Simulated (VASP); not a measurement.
A run of VASP 6.6.1:

Contents of INCAR:

```
PREC = Accurate ; ENCUT = 520
EDIFF = 1E-6 ; ISMEAR = 0
SIGMA = 0.01 ; LREAL = F
LASPH = T ; NELM = 80
ALGO = Normal ; ISIF = 2
LWAVE = F ; LCHARG = T
GGA = PE ; LELF = T
LVHAR = T ; NBANDS = 17
```

KPOINTS

```
Automatic mesh
0
Gamma
  4 4 4
```

The input POSCAR:

```
TePb
1.0
    0.0435711580      3.3114080100      3.3114080100
    3.3114080100      0.0435711580      3.3114080100
    3.3114080100      3.3114080100      0.0435711580
Pb Te
1 1
Direct
    0.0000000000      0.0000000000      0.0000000000
    0.5000000000      0.5000000000      0.5000000000
```

Potentials or basis: VASP PAW PBE potentials, release 64 (Pb_d, Te).

Launch:

```bash
$ cat potpaw_PBE.64/Pb_d/POTCAR potpaw_PBE.64/Te/POTCAR > POTCAR
$ mpirun -np 1 vasp_std > vasp.out
```

Hardware: 1 thread of Intel(R) Xeon(R) Platinum 8488C (Sapphire Rapids), with other jobs on the host.

Problem. Estimate the wall time of this run.

Solution. Run time: 15 s on 1 thread of Intel(R) Xeon(R) Platinum 8488C (Sapphire Rapids), on a shared host, peak memory 0.2 GiB. Counts: scf iterations 12, k points 13.
